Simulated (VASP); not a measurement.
# Sn32Te33 (a cell with a defect) in VASP: single point with r2SCAN

Aim: the single point of Sn32Te33 (a cell with a defect) with r2SCAN.

All numbers are computed with VASP 6.6.1; they aren't measurements. Logs are shortened: lines on timing, memory, paths and dates and some standing lists are left out, and cuts for length are marked.

### 1 The cell of the first run

The cell holds a defect, 65 atoms: a = 12.569 Å, b = 12.569 Å, c = 12.569 Å, α = 90.00°, β = 90.00°, γ = 90.00°.

### 2 Single point, r2SCAN

File POSCAR:

```
Sn32Te33
1.0
   12.5689980000      0.0000000000      0.0000000000
    0.0000000000     12.5689980000      0.0000000000
    0.0000000000      0.0000000000     12.5689980000
Te Sn
33 32
Direct
    0.2466610000      0.9956210000      0.9951330000
    0.2442360000      0.0027240000      0.4936760000
    0.2439880000      0.4940960000      0.0019590000
    0.1729310000      0.4229550000      0.4211360000
    0.7467110000      0.9968320000      0.9962730000
    0.7456620000      0.9957960000      0.4962400000
    0.7455190000      0.4967900000      0.9951670000
    0.7526770000      0.4943820000      0.4937160000
    0.9968870000      0.2470120000      0.9989990000
    0.9922850000      0.2424180000      0.5008660000
    0.9956820000      0.7478990000      0.9967200000
    0.9998180000      0.7517880000      0.4962560000
    0.4977760000      0.2458050000      0.9967490000
    0.5016730000      0.2499370000      0.4962880000
    0.4961000000      0.7462200000      0.9959880000
    0.5007110000      0.7508370000      0.4960000000
    0.9970080000      0.9994450000      0.2465310000
    0.9957000000      0.9972340000      0.7474250000
    0.9922250000      0.5013010000      0.2417720000
    0.9996560000      0.4967290000      0.7514640000
    0.4979000000      0.9973500000      0.2452670000
    0.4961090000      0.9965810000      0.7456750000
    0.5021580000      0.4968250000      0.2492610000
    0.5005850000      0.4966090000      0.7501890000
    0.2511350000      0.2423340000      0.2417530000
    0.2466090000      0.2497480000      0.7514950000
    0.2466570000      0.7523000000      0.2492300000
    0.2464910000      0.7506890000      0.7501640000
    0.7492750000      0.2471180000      0.2465210000
    0.7471260000      0.2458470000      0.7474230000
    0.7471960000      0.7480130000      0.2452780000
    0.7464650000      0.7462560000      0.7456910000
    0.2950250000      0.5451320000      0.5449810000
    0.0035390000      0.0046080000      0.0041770000
    0.9995120000      0.0037350000      0.5041070000
    0.9992930000      0.5045110000      0.0031940000
    0.9837470000      0.5154260000      0.5152210000
    0.5039530000      0.0032840000      0.0027360000
    0.5028370000      0.0024610000      0.5029410000
    0.5027620000      0.5034790000      0.0018190000
    0.5182130000      0.5015800000      0.5010880000
    0.2544130000      0.2493640000      0.0031890000
    0.2653360000      0.2337660000      0.5152960000
    0.2533820000      0.7528390000      0.0017940000
    0.2514830000      0.7683160000      0.5010630000
    0.7545070000      0.2536330000      0.0041860000
    0.7536160000      0.2496180000      0.5041100000
    0.7531810000      0.7540490000      0.0027430000
    0.7523690000      0.7529520000      0.5029520000
    0.2545940000      0.0038750000      0.2489190000
    0.2533310000      0.0021990000      0.7522900000
    0.2663810000      0.5165420000      0.2325640000
    0.2511120000      0.5011750000      0.7679610000
    0.7546790000      0.0047810000      0.2530940000
    0.7531420000      0.0032570000      0.7534670000
    0.7537680000      0.5046880000      0.2489550000
    0.7521380000      0.5034470000      0.7523290000
    0.0055810000      0.2557270000      0.2552810000
    0.0030870000      0.2531770000      0.7545380000
    0.0031920000      0.7549510000      0.2527560000
    0.0035270000      0.7552070000      0.7547560000
    0.5048010000      0.2533230000      0.2527850000
    0.5051200000      0.2536270000      0.7547930000
    0.5053150000      0.7554510000      0.2531740000
    0.5036570000      0.7537560000      0.7532550000
```

File INCAR.step1:

```
PREC = Accurate
ENCUT = 440
ISMEAR = -1
SIGMA = 0.05
LREAL = Auto
LASPH = True
NELM = 120
NBANDS = 361
ISYM = -1
GGA = PE
ALGO = Normal
EDIFF = 1E-5
LWAVE = True
LCHARG = False
GGA_COMPAT = False
KPAR = 1
```

File INCAR.step2:

```
PREC = Accurate
ENCUT = 440
EDIFF = 1E-6
ISMEAR = -1
SIGMA = 0.05
LREAL = Auto
LASPH = True
NELM = 120
ALGO = Normal
ISIF = 2
LWAVE = False
LCHARG = False
METAGGA = R2SCAN
LMIXTAU = True
NBANDS = 361
ISYM = -1
ISTART = 1
GGA_COMPAT = False
KPAR = 1
```

File KPOINTS:

```
explicit points
1
Reciprocal
  0.25000000   0.25000000   0.25000000 1
```

Potentials or basis: VASP PAW PBE potentials, release 64 (Te, Sn_d).

Run with:

```sh
$ cat potpaw_PBE.64/Te/POTCAR potpaw_PBE.64/Sn_d/POTCAR > POTCAR
$ cp INCAR.step1 INCAR
$ mpirun -np 4 vasp_std > vasp.out
$ cp INCAR.step2 INCAR
$ mpirun -np 4 vasp_std > vasp.out
```

OUTCAR:

```text
PREC = Accurate
   ENCUT = 440
   EDIFF = 1E-6
   ISMEAR = -1
   LREAL = Auto
   LASPH = True
   NELM = 120
   ISIF = 2
   METAGGA = R2SCAN
   ISYM = -1
   ISTART = 1

 ion  position               nearest neighbor table
   1  0.247  0.996  0.995-  44 3.05  51 3.05  34 3.06  42 3.19  50 3.19  38 3.24
   2  0.244  0.003  0.494-  43 2.93  45 2.95  35 3.08  50 3.08  39 3.25  51 3.25
   3  0.244  0.494  0.002-  52 2.93  53 2.94  36 3.08  42 3.08  44 3.25  40 3.25
   4  0.173  0.423  0.421-  33 2.67  52 2.89  37 2.90  43 2.90  25 3.35  19 3.35  10 3.36  58 3.63

   5  0.747  0.997  0.996-  38 3.05  48 3.05  55 3.05  46 3.23  34 3.23  54 3.23
   6  0.746  0.996  0.496-  39 3.05  49 3.05  54 3.06  47 3.19  35 3.19  55 3.24
   7  0.746  0.497  0.995-  40 3.05  57 3.05  46 3.06  36 3.19  56 3.19  48 3.24
   8  0.753  0.494  0.494-  37 2.93  41 2.95  56 3.08  47 3.08  49 3.25  57 3.25
   9  0.997  0.247  0.999-  46 3.05  34 3.05  59 3.07  58 3.22  36 3.24  42 3.24
  10  0.992  0.242  0.501-  47 3.00  35 3.00  58 3.10  59 3.19   4 3.36  37 3.44  43 3.44
  11  0.996  0.748  0.997-  61 3.04  48 3.05  36 3.06  60 3.22  34 3.23  44 3.24
  12  1.000  0.752  0.496-  37 2.99  60 3.06  49 3.11  35 3.17  45 3.17  61 3.25
  13  0.498  0.246  0.997-  63 3.04  38 3.05  42 3.06  62 3.22  46 3.23  40 3.24
  14  0.502  0.250  0.496-  43 2.99  62 3.06  39 3.11  47 3.17  41 3.17  63 3.25
  15  0.496  0.746  0.996-  44 3.05  40 3.05  65 3.05  38 3.23  48 3.23  64 3.24
  16  0.501  0.751  0.496-  64 3.05  45 3.14  41 3.14  39 3.16  49 3.16  65 3.23
  17  0.997  0.999  0.247-  54 3.05  34 3.05  60 3.08  58 3.22  35 3.24  50 3.24
  18  0.996  0.997  0.747-  61 3.05  55 3.05  35 3.06  59 3.22  34 3.23  51 3.24
  19  0.992  0.501  0.242-  56 3.00  36 3.00  58 3.10  60 3.19   4 3.35  37 3.44  52 3.45
  20  1.000  0.497  0.751-  37 2.99  59 3.06  57 3.11  36 3.17  53 3.17  61 3.25
  21  0.498  0.997  0.245-  64 3.04  38 3.05  50 3.06  62 3.22  54 3.23  39 3.24
  22  0.496  0.997  0.746-  39 3.05  51 3.05  65 3.06  55 3.23  38 3.23  63 3.23
  23  0.502  0.497  0.249-  52 2.98  62 3.06  40 3.11  56 3.16  41 3.17  64 3.25
  24  0.501  0.497  0.750-  63 3.06  41 3.14  53 3.14  57 3.16  40 3.16  65 3.23
  25  0.251  0.242  0.242-  50 3.00  42 3.00  58 3.10  62 3.19   4 3.35  43 3.44  52 3.45
  26  0.247  0.250  0.751-  43 2.98  59 3.06  51 3.11  42 3.17  53 3.17  63 3.25
  27  0.247  0.752  0.249-  52 2.98  60 3.06  44 3.11  50 3.16  45 3.17  64 3.25
  28  0.246  0.751  0.750-  61 3.05  45 3.14  53 3.14  51 3.16  44 3.16  65 3.23
  29  0.749  0.247  0.247-  46 3.05  54 3.05  62 3.07  58 3.23  56 3.24  47 3.24
  30  0.747  0.246  0.747-  63 3.04  55 3.05  47 3.06  59 3.22  46 3.23  57 3.24
  31  0.747  0.748  0.245-  64 3.04  48 3.05  56 3.06  60 3.22  54 3.23  49 3.24
  32  0.746  0.746  0.746-  49 3.05  57 3.05  65 3.05  55 3.23  48 3.23  61 3.23
  33  0.295  0.545  0.545-   4 2.67  53 2.91  45 2.91  41 2.91
  34  0.004  0.005  0.004-  17 3.05   9 3.05   1 3.06  11 3.23  18 3.23   5 3.23
  35  1.000  0.004  0.504-  10 3.00  18 3.06   2 3.08  12 3.17   6 3.19  17 3.24
  36  0.999  0.505  0.003-  19 3.00  11 3.06   3 3.08  20 3.17   7 3.19   9 3.24
  37  0.984  0.515  0.515-   4 2.90   8 2.93  20 2.99  12 2.99  10 3.44  19 3.44
  38  0.504  0.003  0.003-  13 3.05  21 3.05   5 3.05  22 3.23  15 3.23   1 3.24
  39  0.503  0.002  0.503-  22 3.05   6 3.05  14 3.11  16 3.16  21 3.24   2 3.25
[... 16 lines left out ...]
  56  0.754  0.505  0.249-  19 3.00  31 3.06   8 3.08  23 3.16   7 3.19  29 3.24
  57  0.752  0.503  0.752-  32 3.05   7 3.05  20 3.11  24 3.16  30 3.24   8 3.25
  58  0.006  0.256  0.255-  25 3.10  10 3.10  19 3.10  17 3.22   9 3.22  29 3.23   4 3.63
  59  0.003  0.253  0.755-  26 3.06  20 3.06   9 3.07  10 3.19  18 3.22  30 3.22
  60  0.003  0.755  0.253-  27 3.06  12 3.06  17 3.08  19 3.19  31 3.22  11 3.22
  61  0.004  0.755  0.755-  11 3.04  18 3.05  28 3.05  32 3.23  20 3.25  12 3.25
  62  0.505  0.253  0.253-  23 3.06  14 3.06  29 3.07  25 3.19  21 3.22  13 3.22
  63  0.505  0.254  0.755-  13 3.04  30 3.04  24 3.06  22 3.23  14 3.25  26 3.25
  64  0.505  0.755  0.253-  31 3.04  21 3.04  16 3.05  15 3.24  23 3.25  27 3.25
  65  0.504  0.754  0.753-  15 3.05  32 3.05  22 3.06  24 3.23  28 3.23  16 3.23

IMPORTANT INFORMATION: All symmetrisations will be switched off!
NOSYMM: (Re-)initialisation of all symmetry stuff for point group C_1.

----------------------------------------------------------------------------------------

                                     Primitive cell

  volume of cell :    1985.6467

  direct lattice vectors                    reciprocal lattice vectors
    12.568998000  0.000000000  0.000000000     0.079560837  0.000000000  0.000000000
     0.000000000 12.568998000  0.000000000     0.000000000  0.079560837  0.000000000
     0.000000000  0.000000000 12.568998000     0.000000000  0.000000000  0.079560837

  length of vectors
    12.568998000 12.568998000 12.568998000     0.079560837  0.079560837  0.079560837

  position of ions in fractional coordinates (direct lattice)
     0.246661000  0.995621000  0.995133000
     0.244236000  0.002724000  0.493676000
     0.243988000  0.494096000  0.001959000
     0.172931000  0.422955000  0.421136000
     0.746711000  0.996832000  0.996273000
     0.745662000  0.995796000  0.496240000
[... 57 lines left out ...]
     0.505315000  0.755451000  0.253174000
     0.503657000  0.753756000  0.753255000

  ion indices of the primitive-cell ions
   primitive index   ion index
                 1           1
                 2           2
                 3           3
                 4           4
                 5           5
                 6           6
[... 57 lines left out ...]
                64          64
                65          65

----------------------------------------------------------------------------------------

 KPOINTS: explicit points

Read explicit list of k-points.

 Found      1 k-points:

 Following reciprocal coordinates:
            Coordinates               Weight
  0.250000  0.250000  0.250000      1.000000
   k-points           NKPTS =      1   k-points in BZ     NKDIM =      1   number of bands    NBANDS=    364
   number of dos      NEDOS =    301   number of ions     NIONS =     65
   total plane-waves  NPLWV = 729000
   dimension x,y,z NGX =    90 NGY =   90 NGZ =   90
   dimension x,y,z NGXF=   180 NGYF=  180 NGZF=  180
   ions per type =              33  32
   NGX,Y,Z   is equivalent  to a cutoff of  11.90, 11.90, 11.90 a.u.
   NGXF,Y,Z  is equivalent  to a cutoff of  23.81, 23.81, 23.81 a.u.
 SYSTEM =  unknown system
   PREC   = accura    normal or accurate (medium, high low for compatibility)
   ISTART =      1    job   : 0-new  1-cont  2-samecut
   ICHARG =      0    charge: 1-file 2-atom 10-const
   ISPIN  =      1    spin polarized calculation?
   LNONCOLLINEAR =      F non collinear calculations
   LSORBIT =      F    spin-orbit coupling
   LASPH  =      T    aspherical Exc in radial PAW
   ENCUT  =  440.0 eV  32.34 Ry    5.69 a.u.  21.50 21.50 21.50*2*pi/ulx,y,z
   NELM   =    120;   NELMIN=  2; NELMDL=  0     # of ELM steps
   EDIFF  = 0.1E-05   stopping-criterion for ELM
   LREAL  =      T    real-space projection
   EDIFFG = 0.1E-04   stopping-criterion for IOM
   NSW    =      0    number of steps for IOM
   IBRION =     -1    ionic relax: 0-MD 1-quasi-New 2-CG
   NFREE  =      0    steps in history (QN), initial steepest desc. (CG)
   ISIF   =      2    stress and relaxation
   ISYM   =     -1    0-nonsym 1-usesym 2-fastsym
   POTIM  = 0.5000    time-step for ionic-motion
   TEBEG  =    0.0;   TEEND  =   0.0 temperature during run
   PSTRESS=    0.0 pullay stress
   NELECT =     646.0000    total number of electrons
   NUPDOWN=      -1.0000    fix difference up-down
   EMIN   =  10.00;   EMAX   =-10.00  energy-range for DOS
   EFERMI =   0.00;   METHOD = LEGACY
   ISMEAR =    -1;   SIGMA  =   0.05  broadening in eV -4-tet -1-fermi 0-gaus
   EFERMI_NEDOS =   21; number of points for ismear=-14 and -15
   IALGO  =     38    algorithm
   IMIX   =      4    mixing-type and parameters
     AMIX     =   0.40;   BMIX     =  1.00
     AMIX_MAG =   1.60;   BMIX_MAG =  1.00
  volume/ion in A,a.u.               =      30.55       206.15
  Fermi-wavevector in a.u.,A,eV,Ry     =   1.125948  2.127733 17.248908  1.267759
  Thomas-Fermi vector in A             =   2.262628
   LORBIT       =      0    0 simple, 1 ext, 2 COOP (PROOUT), +10 PAW based schemes
   METAGGA = R2SCAN    functional components
   LHFCALC =     F    Hartree Fock is set to
   AEXX    =    0.0000 exact exchange contribution
   IVDW    =     0    specifies the selected vdW correction
   LEPSILON=     F    determine dielectric tensor
   LRPA    =     F    only Hartree local field effects (RPA)
 non-spin polarized calculation
  energy-cutoff  :      440.00
  volume of cell :     1985.65
 maximum number of plane-waves:     41596
 NGX is ok and might be reduce to    90
   NGX = 43   NGY = 43   NGZ = 43

 number of electron     646.0000084 magnetization

 Free energy of the ion-electron system (eV)
  ---------------------------------------------------
  ext. energy  EPLUGINS =         0.00000000
  ---------------------------------------------------
  free energy    TOTEN  =     -1643.51593126 eV

  energy without entropy =    -1643.51469674  energy(sigma->0) =    -1643.51531400

 E-fermi :   7.3504     XC(G=0): -10.1683

 val. band max:        6.9430855805   @ k =   0.2500   0.2500   0.2500
 cond. band min:       7.7279915783   @ k =   0.2500   0.2500   0.2500
 fundamental gap:      0.7849059978
 Fermi energy:         7.3504400792

 k-point     1 :       0.2500    0.2500    0.2500
  band No.  band energies     occupation
      1     -15.4952      2.00000
      2     -15.4951      2.00000
      3     -15.4865      2.00000
      4     -15.4830      2.00000
      5     -15.4830      2.00000
      6     -15.4794      2.00000
[... 327 lines left out ...]
    334       8.2135      0.00000
    335       8.2137      0.00000
 [bands above 335 left out]

------------------------ aborting loop because EDIFF is reached ----------------------------------------

  FORCE on cell =-STRESS in cart. coord.  units (eV):
  Direction    XX          YY          ZZ          XY          YZ          ZX
  --------------------------------------------------------------------------------------
  -------------------------------------------------------------------------------------
  Total       47.4803029     47.4959228     47.7622104      0.9170057      0.9202812      0.9453145
  in kB       38.3108768     38.3234802     38.5383421      0.7399130      0.7425559      0.7627548
  external PRESSURE =      38.3908997 kB  Pullay stress =       0.0000000 kB

 VOLUME and BASIS-vectors are now :
 -----------------------------------------------------------------------------
  energy-cutoff  :      440.00
  volume of cell :     1985.65
      direct lattice vectors                 reciprocal lattice vectors
    12.568998000  0.000000000  0.000000000     0.079560837  0.000000000  0.000000000
     0.000000000 12.568998000  0.000000000     0.000000000  0.079560837  0.000000000
     0.000000000  0.000000000 12.568998000     0.000000000  0.000000000  0.079560837

 POSITION                                       TOTAL-FORCE (eV/Angst)
 -----------------------------------------------------------------------------------
      3.10028     12.51396     12.50782        -0.010604     -0.014786     -0.010651
      3.06980      0.03424      6.20501         0.002603     -0.011738      0.001317
      3.06668      6.21029      0.02462         0.004307      0.001115     -0.012950
      2.17357      5.31612      5.29326         0.187725      0.179902      0.185796
      9.38541     12.52918     12.52215        -0.011860     -0.008532     -0.002456
      9.37222     12.51616      6.23724        -0.017881     -0.013590     -0.010550
[... 57 lines left out ...]
      6.35130      9.49526      3.18214         0.017630      0.015944      0.014637
      6.33046      9.47396      9.46766         0.009540      0.011740      0.012929
 -----------------------------------------------------------------------------------
    total drift:                               -0.041500     -0.046494     -0.017085

  FREE ENERGIE OF THE ION-ELECTRON SYSTEM (eV)
  ---------------------------------------------------
  free  energy   TOTEN  =     -1643.5159312613 eV

  energy  without entropy=    -1643.5146967380  energy(sigma->0) =    -1643.51531400
```

Run time: 16 min. Hardware: 4 MPI ranks of Intel Xeon Platinum 8259CL at 2.50GHz (Skylake/Cascade Lake), shared host; peak memory 0.66 GiB.

Results:

```yaml
Free_energy: -1643.5159 eV
Pressure: 3.8 GPa
Largest_force: 0.320 eV/Å
Band_gap_on_the_k_mesh: 0.78 eV
```

Forces in eV/Å, atoms in the order of the input:
```
Te  -0.011 -0.015 -0.011
Te   0.003 -0.012  0.001
Te   0.004  0.001 -0.013
Te   0.188  0.180  0.186
Te  -0.012 -0.009 -0.002
Te  -0.018 -0.014 -0.011
Te  -0.014 -0.006 -0.012
Te  -0.013  0.001  0.003
Te  -0.001 -0.013 -0.002
Te  -0.073 -0.064  0.008
Te  -0.009 -0.008 -0.017
Te   0.001 -0.028 -0.005
Te  -0.004 -0.013 -0.011
Te  -0.032  0.002  0.001
Te  -0.009 -0.013 -0.013
Te   0.029  0.035 -0.020
Te  -0.006 -0.002 -0.008
Te  -0.008 -0.016 -0.012
Te  -0.081  0.012 -0.063
Te   0.006  0.000 -0.022
Te  -0.012 -0.016 -0.017
Te  -0.011 -0.010 -0.017
Te  -0.029 -0.002  0.000
Te   0.036 -0.017  0.035
Te   0.017 -0.069 -0.070
Te   0.000  0.000 -0.029
Te  -0.001 -0.027  0.000
Te  -0.020  0.030  0.033
Te  -0.006 -0.009 -0.014
Te  -0.022 -0.016 -0.015
Te  -0.025 -0.013 -0.016
Te  -0.014 -0.012 -0.012
Te  -0.099 -0.107 -0.107
Sn   0.010  0.012  0.011
Sn   0.009  0.018  0.010
Sn   0.007  0.008  0.015
Sn   0.000  0.004  0.003
Sn   0.012  0.014  0.015
Sn   0.011 -0.002  0.008
Sn   0.013  0.007 -0.001
Sn  -0.005  0.000 -0.002
Sn   0.010  0.009  0.017
Sn   0.008  0.003  0.002
Sn   0.011  0.017  0.000
Sn   0.001 -0.008 -0.002
Sn   0.012  0.010  0.006
Sn   0.016  0.007  0.012
Sn   0.014  0.013  0.012
Sn   0.002  0.016  0.008
Sn   0.010  0.018  0.008
Sn   0.010 -0.002  0.020
Sn   0.001 -0.001  0.009
Sn   0.001 -0.001 -0.013
Sn   0.009  0.009  0.012
Sn   0.015  0.009  0.014
Sn   0.015  0.008  0.009
Sn  -0.002  0.010  0.013
Sn  -0.013 -0.015 -0.013
Sn   0.008  0.011 -0.002
Sn   0.007  0.000  0.015
Sn   0.015  0.017  0.014
Sn  -0.005  0.011  0.013
Sn   0.014  0.018  0.014
Sn   0.018  0.016  0.015
Sn   0.010  0.012  0.013
```

Caveat: semilocal functionals underestimate gaps, and a narrow one can read as zero; the PAW data sets were made with another functional, which shifts forces and pressure a little; spin-orbit coupling is left out, which moves the levels of the heavy elements.
